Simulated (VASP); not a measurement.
# Al (Fm-3m) in VASP: single point with PBE

Aim: the single point of Al with PBE.

All numbers are computed with VASP 6.6.1; they aren't measurements. Logs are shortened: lines on timing, memory, paths and dates and some standing lists are left out, and cuts for length are marked.

### 1 The cell of the first run

The structure is cubic, space group Fm-3m (No. 225). The conventional cell has a = 4.042 Å, b = 4.042 Å, c = 4.042 Å, α = 90.00°, β = 90.00°, γ = 90.00°. Al (site symmetry m-3m) has 12 Al at 2.86 Å within 3.8 Å.

### 2 Single point, PBE

File INCAR:

```
SYSTEM = Al
PREC = Accurate
ENCUT = 520
EDIFF = 1E-6
ISMEAR = 0
SIGMA = 0.1
LREAL = Auto
LASPH = .True.
NELM = 80
ALGO = Fast
ISIF = 2
LWAVE = .False.
LCHARG = .False.
GGA = PE
NBANDS = 38
```

File KPOINTS:

```
regular mesh
0
Gamma
  5 5 5
  0 0 0
```

File POSCAR:

```
Al
1.0
    4.0416208963     -4.0416208963      4.0416208963
   -4.0416208963     -4.0416208963     -4.0416208963
    4.0416208963      4.0416208963     -4.0416208963
Al
16
Direct
    0.5000000000      0.7500000000      0.7500000000
    0.7500000000      0.7500000000      0.5000000000
    0.7500000000      0.5000000000      0.7500000000
    0.0000000000      0.7500000000      0.2500000000
    0.0000000000      0.5000000000      0.5000000000
    0.0000000000      0.2500000000      0.7500000000
    0.2500000000      0.7500000000      0.0000000000
    0.2500000000      0.5000000000      0.2500000000
    0.2500000000      0.2500000000      0.5000000000
    0.2500000000      0.0000000000      0.7500000000
    0.5000000000      0.5000000000      0.0000000000
    0.5000000000      0.2500000000      0.2500000000
    0.5000000000      0.0000000000      0.5000000000
    0.7500000000      0.2500000000      0.0000000000
    0.7500000000      0.0000000000      0.2500000000
    0.0000000000      0.0000000000      0.0000000000
```

Potentials or basis: VASP PAW PBE potentials, release 64 (Al).

On the command line:

```sh
cat potpaw_PBE.64/Al/POTCAR > POTCAR
mpirun -np 1 vasp_std > vasp.out
```

OUTCAR:

```text
SYSTEM = Al
   PREC = Accurate
   ENCUT = 520
   EDIFF = 1E-6
   ISMEAR = 0
   LREAL = Auto
   LASPH = .True.
   NELM = 80
   ISIF = 2
   GGA = PE

 ion  position               nearest neighbor table
   1  0.500  0.750  0.750-   2 2.86   3 2.86   7 2.86  10 2.86  11 2.86  13 2.86  15 2.86   8 2.86
                            16 2.86  14 2.86   9 2.86   5 2.86
   2  0.750  0.750  0.500-   1 2.86   3 2.86   4 2.86   5 2.86  13 2.86  15 2.86  16 2.86  11 2.86
                             6 2.86  10 2.86  12 2.86   8 2.86
   3  0.750  0.500  0.750-   1 2.86   2 2.86   4 2.86   5 2.86   6 2.86  11 2.86  14 2.86  12 2.86
                            16 2.86   7 2.86  13 2.86   9 2.86
   4  0.000  0.750  0.250-   2 2.86   5 2.86   7 2.86   8 2.86  10 2.86  15 2.86  16 2.86   3 2.86
                            13 2.86   9 2.86  14 2.86  11 2.86
   5  0.000  0.500  0.500-   2 2.86   3 2.86   4 2.86   6 2.86   7 2.86   8 2.86   9 2.86  14 2.86
                            10 2.86   1 2.86  15 2.86  12 2.86
   6  0.000  0.250  0.750-   3 2.86   5 2.86   8 2.86   9 2.86  10 2.86  14 2.86  16 2.86  15 2.86
                            11 2.86   7 2.86   2 2.86  13 2.86
   7  0.250  0.750  0.000-   1 2.86   4 2.86   8 2.86  10 2.86  11 2.86  13 2.86  16 2.86   5 2.86
                            12 2.86  15 2.86   6 2.86   3 2.86
   8  0.250  0.500  0.250-   1 2.86   4 2.86   5 2.86   7 2.86   9 2.86  11 2.86  12 2.86   6 2.86
                            13 2.86   2 2.86  16 2.86  14 2.86
   9  0.250  0.250  0.500-   5 2.86   6 2.86   8 2.86  10 2.86  11 2.86  12 2.86  13 2.86  16 2.86
                             1 2.86   3 2.86   4 2.86  15 2.86
  10  0.250  0.000  0.750-   1 2.86   6 2.86   7 2.86   9 2.86  12 2.86  13 2.86  16 2.86   4 2.86
                            11 2.86  14 2.86   5 2.86   2 2.86
  11  0.500  0.500  0.000-   1 2.86   2 2.86   3 2.86   7 2.86   8 2.86  12 2.86  14 2.86   9 2.86
                            15 2.86   4 2.86  10 2.86   6 2.86
  12  0.500  0.250  0.250-   3 2.86   8 2.86   9 2.86  11 2.86  13 2.86  14 2.86  15 2.86  10 2.86
                             5 2.86   2 2.86   7 2.86  16 2.86
  13  0.500  0.000  0.500-   1 2.86   2 2.86   9 2.86  10 2.86  12 2.86  14 2.86  15 2.86   7 2.86
                             3 2.86   6 2.86   8 2.86   4 2.86
  14  0.750  0.250  0.000-   3 2.86   5 2.86   6 2.86  11 2.86  12 2.86  15 2.86  16 2.86  13 2.86
                             8 2.86   4 2.86   1 2.86  10 2.86
  15  0.750  0.000  0.250-   2 2.86   4 2.86   6 2.86  12 2.86  13 2.86  14 2.86  16 2.86   1 2.86
                             9 2.86   5 2.86  11 2.86   7 2.86
  16  0.000  0.000  0.000-   4 2.86   6 2.86   7 2.86   9 2.86  10 2.86  14 2.86  15 2.86   2 2.86
                            12 2.86   8 2.86   3 2.86   1 2.86

  LATTYP: Found a body centered cubic cell.
 ALAT       =     8.0832417926

  Lattice vectors:

 A1 = (   4.0416208963,  -4.0416208963,   4.0416208963)
 A2 = (  -4.0416208963,  -4.0416208963,  -4.0416208963)
 A3 = (   4.0416208963,   4.0416208963,  -4.0416208963)

Analysis of symmetry for initial positions (statically):
=====================================================================
 Subroutine PRICEL returns following result:

  LATTYP: Found a face centered cubic cell.
 ALAT       =     4.0416208963

  Lattice vectors:

 A1 = (  -2.0208104482,   0.0000000000,  -2.0208104482)
 A2 = (  -2.0208104482,   2.0208104481,   0.0000000000)
 A3 = (  -0.0000000000,   2.0208104482,  -2.0208104482)

  16 primitive cells build up your supercell.

 Routine SETGRP: Setting up the symmetry group for a
 body centered cubic supercell.

 Subroutine GETGRP returns: Found 48 space group operations
 (whereof 48 operations were pure point group operations)
 out of a pool of 48 trial point group operations.

The static configuration has the point symmetry O_h .

Analysis of symmetry for dynamics (positions and initial velocities):
=====================================================================
 Subroutine PRICEL returns following result:

  LATTYP: Found a face centered cubic cell.
 ALAT       =     4.0416208963

  Lattice vectors:

 A1 = (  -2.0208104482,   0.0000000000,  -2.0208104482)
 A2 = (  -2.0208104482,   2.0208104481,   0.0000000000)
 A3 = (  -0.0000000000,   2.0208104482,  -2.0208104482)

  16 primitive cells build up your supercell.

 Routine SETGRP: Setting up the symmetry group for a
 body centered cubic supercell.

 Subroutine GETGRP returns: Found 48 space group operations
 (whereof 48 operations were pure point group operations)
 out of a pool of 48 trial point group operations.

The dynamic configuration has the point symmetry O_h .

 Subroutine INISYM returns: Found 48 space group operations
 (whereof 48 operations are pure point group operations),
 and found    16 'primitive' translations

----------------------------------------------------------------------------------------

                                     Primitive cell

  volume of cell :      16.5047

  direct lattice vectors                    reciprocal lattice vectors
    -2.020810448  0.000000000 -2.020810448    -0.247425482 -0.247425482 -0.247425482
    -2.020810448  2.020810448  0.000000000    -0.247425482  0.247425482  0.247425482
    -0.000000000  2.020810448 -2.020810448     0.247425482  0.247425482 -0.247425482

  length of vectors
     2.857857543  2.857857543  2.857857543     0.428553507  0.428553507  0.428553507

  position of ions in fractional coordinates (direct lattice)
     0.000000000  0.000000000  1.000000000

  ion indices of the primitive-cell ions
   primitive index   ion index
                 1           1

----------------------------------------------------------------------------------------

 KPOINTS: regular mesh

Automatic generation of k-mesh.
 Grid dimensions read from file:
 generate k-points for:    5    5    5

 Generating k-lattice:

  Cartesian coordinates                     Fractional coordinates (reciprocal lattice)
     0.024742548 -0.024742548  0.000000000     0.200000000  0.000000000  0.000000000
     0.000000000 -0.024742548 -0.024742548     0.000000000  0.200000000  0.000000000
     0.024742548  0.000000000 -0.024742548     0.000000000  0.000000000  0.200000000

  Length of vectors
     0.034991247  0.034991247  0.034991247

  Shift w.r.t. Gamma in fractional coordinates (k-lattice)
     0.000000000  0.000000000  0.000000000

 Subroutine IBZKPT returns following result:
 ===========================================

 Found     10 irreducible k-points:

 Following reciprocal coordinates:
            Coordinates               Weight
  0.000000  0.000000  0.000000      1.000000
  0.200000  0.000000  0.000000     12.000000
  0.400000  0.000000  0.000000     12.000000
  0.200000  0.200000  0.000000     24.000000
  0.400000  0.200000  0.000000     24.000000
  0.200000  0.200000  0.200000      8.000000
 -0.200000  0.200000  0.200000      6.000000
 -0.400000  0.400000  0.200000     24.000000
 -0.400000 -0.400000  0.200000      8.000000
 -0.400000  0.400000  0.400000      6.000000
   k-points           NKPTS =     10   k-points in BZ     NKDIM =     10   number of bands    NBANDS=     38
   number of dos      NEDOS =    301   number of ions     NIONS =     16
   total plane-waves  NPLWV = 157464
   dimension x,y,z NGX =    54 NGY =   54 NGZ =   54
   dimension x,y,z NGXF=   108 NGYF=  108 NGZF=  108
   ions per type =              16
   NGX,Y,Z   is equivalent  to a cutoff of  12.82, 12.82, 12.82 a.u.
   NGXF,Y,Z  is equivalent  to a cutoff of  25.65, 25.65, 25.65 a.u.
 SYSTEM =  Al
   PREC   = accura    normal or accurate (medium, high low for compatibility)
   ISTART =      0    job   : 0-new  1-cont  2-samecut
   ICHARG =      2    charge: 1-file 2-atom 10-const
   ISPIN  =      1    spin polarized calculation?
   LNONCOLLINEAR =      F non collinear calculations
   LSORBIT =      F    spin-orbit coupling
   LASPH  =      T    aspherical Exc in radial PAW
   ENCUT  =  520.0 eV  38.22 Ry    6.18 a.u.  13.02 13.02 13.02*2*pi/ulx,y,z
   NELM   =     80;   NELMIN=  2; NELMDL= -5     # of ELM steps
   EDIFF  = 0.1E-05   stopping-criterion for ELM
   LREAL  =      T    real-space projection
   EDIFFG = 0.1E-04   stopping-criterion for IOM
   NSW    =      0    number of steps for IOM
   IBRION =     -1    ionic relax: 0-MD 1-quasi-New 2-CG
   NFREE  =      0    steps in history (QN), initial steepest desc. (CG)
   ISIF   =      2    stress and relaxation
   ISYM   =      2    0-nonsym 1-usesym 2-fastsym
   POTIM  = 0.5000    time-step for ionic-motion
   TEBEG  =    0.0;   TEEND  =   0.0 temperature during run
   PSTRESS=    0.0 pullay stress
   NELECT =      48.0000    total number of electrons
   NUPDOWN=      -1.0000    fix difference up-down
   EMIN   =  10.00;   EMAX   =-10.00  energy-range for DOS
   EFERMI =   0.00;   METHOD = LEGACY
   ISMEAR =     0;   SIGMA  =   0.10  broadening in eV -4-tet -1-fermi 0-gaus
   EFERMI_NEDOS =   21; number of points for ismear=-14 and -15
   IALGO  =     68    algorithm
   IMIX   =      4    mixing-type and parameters
     AMIX     =   0.40;   BMIX     =  1.00
     AMIX_MAG =   1.60;   BMIX_MAG =  1.00
  volume/ion in A,a.u.               =      16.50       111.38
  Fermi-wavevector in a.u.,A,eV,Ry     =   0.927356  1.752448 11.700855  0.859989
  Thomas-Fermi vector in A             =   2.053417
   LORBIT       =      0    0 simple, 1 ext, 2 COOP (PROOUT), +10 PAW based schemes
   GGA     = PE    functional components
   LHFCALC =     F    Hartree Fock is set to
   AEXX    =    0.0000 exact exchange contribution
   IVDW    =     0    specifies the selected vdW correction
   LEPSILON=     F    determine dielectric tensor
   LRPA    =     F    only Hartree local field effects (RPA)
 non-spin polarized calculation
 RMM-DIIS sequential band-by-band and
 Gauss-broadening in eV      SIGMA  =   0.10
  energy-cutoff  :      520.00
  volume of cell :      264.07
 maximum number of plane-waves:      7143
 NGX is ok and might be reduce to    54
   NGX = 25   NGY = 25   NGZ = 25

 number of electron      48.0000001 magnetization

 Free energy of the ion-electron system (eV)
  ---------------------------------------------------
  ext. energy  EPLUGINS =         0.00000000
  ---------------------------------------------------
  free energy    TOTEN  =       -59.99435357 eV

  energy without entropy =      -59.95661359  energy(sigma->0) =      -59.97548358

 E-fermi :   8.0379     XC(G=0): -10.1957

 val. band max:        8.0304140407   @ k =   0.4000   0.0000   0.0000
 cond. band min:       8.0679492876   @ k =  -0.4000   0.4000   0.4000
 fundamental gap:      0.0375352469
 Fermi energy:         8.0378888459

 k-point     1 :       0.0000    0.0000    0.0000
  band No.  band energies     occupation
      1      -3.1356      2.00000
      2       1.3252      2.00000
      3       1.3252      2.00000
      4       1.3252      2.00000
      5       1.3252      2.00000
      6       1.3252      2.00000
[... 28 lines left out ...]
     35      10.7496      0.00000
     36      10.7496      0.00000

 k-point     2 :       0.2000    0.0000    0.0000
  band No.  band energies     occupation
      1      -2.9544      2.00000
      2      -0.2644      2.00000
      3       0.6209      2.00000
      4       0.6209      2.00000
      5       0.6209      2.00000
      6       0.6209      2.00000
[... 28 lines left out ...]
     35      11.0822      0.00000
     36      11.1668      0.00000
[... 271 lines left out ...]
     35      10.9080      0.00000
     36      10.9080      0.00000

 k-point    10 :      -0.4000    0.4000    0.4000
  band No.  band energies     occupation
      1      -1.6927      2.00000
      2      -0.7985      2.00000
      3      -0.7985      2.00000
      4      -0.7985      2.00000
      5      -0.7985      2.00000
      6       0.0896      2.00000
[... 28 lines left out ...]
     35       9.9618      0.00000
     36       9.9618      0.00000
 [bands above 36 left out]

------------------------ aborting loop because EDIFF is reached ----------------------------------------

  FORCE on cell =-STRESS in cart. coord.  units (eV):
  Direction    XX          YY          ZZ          XY          YZ          ZX
  --------------------------------------------------------------------------------------
  -------------------------------------------------------------------------------------
  Total       -0.4022901     -0.4022901     -0.4022901      0.0000000     -0.0000000     -0.0000000
  in kB       -2.4407498     -2.4407498     -2.4407498      0.0000000     -0.0000000     -0.0000000
  external PRESSURE =      -2.4407498 kB  Pullay stress =       0.0000000 kB

 VOLUME and BASIS-vectors are now :
 -----------------------------------------------------------------------------
  energy-cutoff  :      520.00
  volume of cell :      264.07
      direct lattice vectors                 reciprocal lattice vectors
     4.041620896 -4.041620896  4.041620896     0.123712741 -0.123712741  0.000000000
    -4.041620896 -4.041620896 -4.041620896     0.000000000 -0.123712741 -0.123712741
     4.041620896  4.041620896 -4.041620896     0.123712741  0.000000000 -0.123712741

 POSITION                                       TOTAL-FORCE (eV/Angst)
 -----------------------------------------------------------------------------------
      2.02081     -2.02081     -4.04162         0.000000      0.000000     -0.000000
      2.02081     -4.04162     -2.02081         0.000000      0.000000      0.000000
      4.04162     -2.02081     -2.02081         0.000000     -0.000000     -0.000000
     -2.02081     -2.02081     -4.04162         0.000000     -0.000000      0.000000
      0.00000      0.00000     -4.04162         0.000000      0.000000     -0.000000
      2.02081      2.02081     -4.04162        -0.000000      0.000000     -0.000000
[... 8 lines left out ...]
      4.04162     -2.02081      2.02081        -0.000000      0.000000     -0.000000
      0.00000      0.00000      0.00000        -0.000000      0.000000      0.000000
 -----------------------------------------------------------------------------------
    total drift:                                0.000000      0.000000     -0.000000

  FREE ENERGIE OF THE ION-ELECTRON SYSTEM (eV)
  ---------------------------------------------------
  free  energy   TOTEN  =       -59.9943535683 eV

  energy  without entropy=      -59.9566135857  energy(sigma->0) =      -59.97548358
```

Run time: 5.9 min. Hardware: 1 thread of Intel Xeon 8259CL, shared host; peak memory 0.38 GiB.

What came out:

```
Free energy            : -59.9944 eV
Pressure               : -0.2 GPa
Band gap on the k mesh : zero (bands 24 and 25 overlap by 2.12 eV)
```
